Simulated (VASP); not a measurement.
Wanted: the native input for a VASP 6.6.1 run.

| Property | Result |
| --- | --- |
| Task | single point |
| Functional | PBE0 |
| Potentials or basis | VASP PAW PBE potentials, release 64 (Si, C) |
| Cutoff | 520 eV |
| k mesh | 10 × 10 × 10 |
| Occupations | gaussian, width 0.05 eV |
| Spin | no spin polarisation |
| Dipole correction | no |
| Grid for exact exchange (PRECFOCK) | Normal |
| Further INCAR settings | ALGO = Normal; EDIFF = 1e-06; NBANDS = 11 |
| Share of exact exchange | 0.25 |

SiC:

```
Si C
1.0
     0.00000    1.82710    1.82710
     1.82710    0.00000    1.82710
     1.82710    1.82710    0.00000
Si C
1 1
Direct
  0.00000 0.00000 0.00000
  0.50000 0.50000 0.50000
```

These files were run (other wordings do the same):

POSCAR

```
SiC
1.0
    0.0000000000      1.8270984227      1.8270984227
    1.8270984227      0.0000000000      1.8270984227
    1.8270984227      1.8270984227      0.0000000000
Si C
1 1
Direct
    0.0000000000      0.0000000000      0.0000000000
    0.5000000000      0.5000000000      0.5000000000
```

INCAR.step1

```
ALGO = Normal
EDIFF = 1E-5
ENCUT = 520
GGA = PE
GGA_COMPAT = F
ISIF = 2
ISMEAR = 0
LASPH = T
LREAL = F
LWAVE = T
NBANDS = 11
NELM = 120
PREC = Accurate
SIGMA = 0.05
```

INCAR.step2

```
AEXX = 0.25
ALGO = Normal
EDIFF = 1E-6
ENCUT = 520
GGA = PE
GGA_COMPAT = F
ISIF = 2
ISMEAR = 0
ISTART = 1
LASPH = T
LCHARG = T
LELF = T
LHFCALC = T
LREAL = F
LVHAR = T
LWAVE = F
NBANDS = 11
NELM = 120
PREC = Accurate
PRECFOCK = Normal
SIGMA = 0.05
```

KPOINTS

```
k-points
0
Gamma
  10 10 10
```

Potentials or basis: VASP PAW PBE potentials, release 64 (Si, C).

Command:

```bash
$ cat potpaw_PBE.64/Si/POTCAR potpaw_PBE.64/C/POTCAR > POTCAR
$ cp INCAR.step1 INCAR
$ mpirun -np 1 vasp_std > vasp.out
$ cp INCAR.step2 INCAR
$ mpirun -np 1 vasp_std > vasp.out
```

Results of the run:

The pressure is 142.7 GPa and the band gap on the k mesh is 2.53 eV (least direct gap 8.68 eV).

Caveat: the cell stands under pressure; the PAW data sets were made with another functional, which shifts forces and pressure a little.

It took 57 min on 1 thread of Intel Xeon 8259CL (shared host), peak memory 0.15 GiB.
